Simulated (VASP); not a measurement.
Wanted: the native input for a VASP 6.6.1 run.

```yaml
Task: relaxation of cell and atoms
Functional: PBEsol
Potentials_or_basis: VASP PAW PBE potentials, release 64 (Si)
Cutoff: 600 eV
k_mesh: 8 × 8 × 8
Occupations: gaussian, width 0.02 eV
Spin: no spin polarisation
Dipole_correction: no
Further_INCAR_settings: ALGO = Normal; EDIFF = 1e-07; IBRION = 2; EDIFFG = -0.005; NSW = 100; ISIF = 3
```

The structure of Si lies in POSCAR:

```
Si
1.0
    0.0000000000      2.7218511900      2.7218511900
    2.7218511900      0.0000000000      2.7218511900
    2.7218511900      2.7218511900      0.0000000000
Si
2
Direct
    0.7500000000      0.7500000000      0.7500000000
    0.5000000000      0.5000000000      0.5000000000
```

The input as run:

INCAR

```
PREC = Accurate
ENCUT = 600
EDIFF = 1E-7
ISMEAR = 0
SIGMA = 0.02
LREAL = False
LASPH = True
NELM = 80
ALGO = Normal
ISIF = 3
LWAVE = False
LCHARG = False
GGA = PS
IBRION = 2
NSW = 100
EDIFFG = -0.005
```

KPOINTS

```
regular mesh
0
Gamma
  8 8 8
```

Potentials or basis: VASP PAW PBE potentials, release 64 (Si).

Run with:

```sh
$ cat potpaw_PBE.64/Si/POTCAR > POTCAR
$ mpirun -np 1 vasp_std > vasp.out
```

Results of the run:

```yaml
Relaxed_volume: 20.08 Å³/atom
Relaxed_cell: a = 3.844 Å, b = 3.844 Å, c = 3.844 Å, α = 60.00°, β = 60.00°, γ = 60.00°
Space_group_after_relaxing_to_0.05_Å: Fd-3m (No. 227)
Energy_gained_by_relaxing: 0.1 meV/atom
Ionic_steps: 3
Pressure_after_relaxing: 0.0 GPa
Band_gap_on_the_k_mesh: 0.51 eV, indirect (least direct gap 2.52 eV)
```

Caveat: the PAW data sets were made with another functional, which shifts forces and pressure a little.

It took 7.9 s on 1 thread of Intel(R) Xeon(R) 6975P-C (Granite Rapids), on a shared host, peak memory 0.17 GiB.
